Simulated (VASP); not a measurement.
Runs of VASP 6.6.1 on Bi. The structure is that of space group P6_3/mmc (No. 194), or close to it. The cells are those of the table. This isn't the form of Bi at room conditions, which is rhombohedral.

```tsv
task	cell	k mesh	cutoff (eV)	gap on the mesh (eV)	pressure (GPa)
single point	a = 4.277, b = 4.277, c = 4.209 Å, angles 90.0, 90.0, 120.0°, 2 atoms	6 × 6 × 4	520	none	(a)
single point	a = 4.537, b = 4.537, c = 5.200 Å, angles 90.0, 90.0, 120.0°, 2 atoms	6 × 6 × 4	520	none	-8.4
single point	a = 4.268, b = 4.268, c = 4.217 Å, angles 90.0, 90.0, 120.0°, 2 atoms	12 × 12 × 10	520	none	-0.1
relaxation of cell and atoms	relaxed from a = 4.537, b = 4.537, c = 5.200 Å, angles 90.0, 90.0, 120.0°, 2 atoms	6 × 6 × 4	600	none	0.1
```

Alike in all rows: level PBEsol; potentials or basis VASP PAW PBE potentials, release 64 (Bi_d); no spin polarisation; smearing gaussian 0.1 eV.

Question: Estimate the missing entries.

Answer: (a) -0.4.

Caveats: some runs use coarse meshes; the PAW data sets were made with another functional, which shifts forces and pressure a little; spin-orbit coupling is left out, which moves the levels of the heavy elements; the stress differs along the axes, from -12 to -7 GPa (at least some runs).

A k mesh can miss the band edges, and the runs leave out spin-orbit coupling on Bi.

A gap of «none» marks levels without a gap at the run's occupations.
